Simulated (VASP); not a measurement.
Runs of VASP 6.6.1 on FeNi. The structure is that of space group P4/mmm (No. 123), or close to it. The cells are those of the table. 

```csv
task,level,potentials or basis,cell,cutoff (eV),gap on the mesh (eV),pressure (GPa),moment (μB)
single point,LDA,"VASP PAW LDA potentials, release 64 (Fe, Ni)","a = 2.422, b = 2.422, c = 3.513 Å, 2 atoms",520,none,(b),(a)
single point,BLYP+D3(BJ),"VASP PAW PBE potentials, release 64 (Fe, Ni)","a = 2.476, b = 2.476, c = 3.576 Å, 2 atoms",520,none,0.2,3.09
relaxation of cell and atoms,PBEsol+D3(BJ),"VASP PAW PBE potentials, release 64 (Fe, Ni)","relaxed from a = 2.533, b = 2.533, c = 3.582 Å, 2 atoms",600,none,0.0,3.01
single point,PBEsol+D3(BJ),"VASP PAW PBE potentials, release 64 (Fe, Ni)","a = 2.433, b = 2.433, c = 3.525 Å, 2 atoms",520,none,0.1,3.01
```

Alike in all rows: spin collinear, ferrimagnetic start; k mesh 13 × 13 × 9, shifted; smearing methfessel-paxton 0.1 eV.

Estimate the missing entries.

(a) 2.89; (b) -0.4.

Caveats: the PAW data sets were made with another functional, which shifts forces and pressure a little (at least some runs).

A gap of «none» marks levels without a gap at the run's occupations.
